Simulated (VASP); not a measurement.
Set up this calculation in VASP 6.6.1, as the native input.

```yaml
Task: single point
Functional: PBEsol
Potentials_or_basis: VASP PAW PBE potentials, release 64 (Cd, Se)
Cutoff: 500 eV
k_mesh: 6 × 6 × 4
Occupations: gaussian, width 0.01 eV
Spin: no spin polarisation
Dipole_correction: no
Further_INCAR_settings: ALGO = Normal; EDIFF = 1e-06; NBANDS = 26
```

The structure of CdSe lies in POSCAR:

```
CdSe
1.0
    4.2795961547      0.0000000000      0.0000000000
   -2.1397980773      3.7062389879      0.0000000000
    0.0000000000      0.0000000000      7.0433077020
Cd Se
2 2
Direct
    0.3333333333      0.6666666667      0.0046992087
    0.6666666667      0.3333333333      0.5046992087
    0.3333333333      0.6666666667      0.3803007913
    0.6666666667      0.3333333333      0.8803007913
```

This cell differs from its parent crystal: in-plane strain -0.005.

One way to write it, as run:

INCAR

```
SYSTEM = CdSe
ALGO = Normal ; EDIFF = 1E-6
ENCUT = 500 ; GGA = PS
GGA_COMPAT = .False. ; ISIF = 2
ISMEAR = 0 ; LASPH = .True.
LCHARG = .False. ; LREAL = .False.
LWAVE = .False. ; NBANDS = 26
NELM = 120 ; PREC = Accurate
SIGMA = 0.01
```

KPOINTS

```
k-points
0
Gamma
  6 6 4
  0 0 0
```

Potentials or basis: VASP PAW PBE potentials, release 64 (Cd, Se).

Run with:

```console
$ cat potpaw_PBE.64/Cd/POTCAR potpaw_PBE.64/Se/POTCAR > POTCAR
$ mpirun -np 1 vasp_std > vasp.out
```

It gave:

The pressure is 0.7 GPa and the largest force is 0.062 eV/Å. The band gap on the k mesh is 0.54 eV.

Caveat: the cell differs from its parent crystal (in-plane strain -0.005); the PAW data sets were made with another functional, which shifts forces and pressure a little.

Run time: 86 s on 1 thread of AMD EPYC 7R13, on a shared host, peak memory 0.21 GiB.
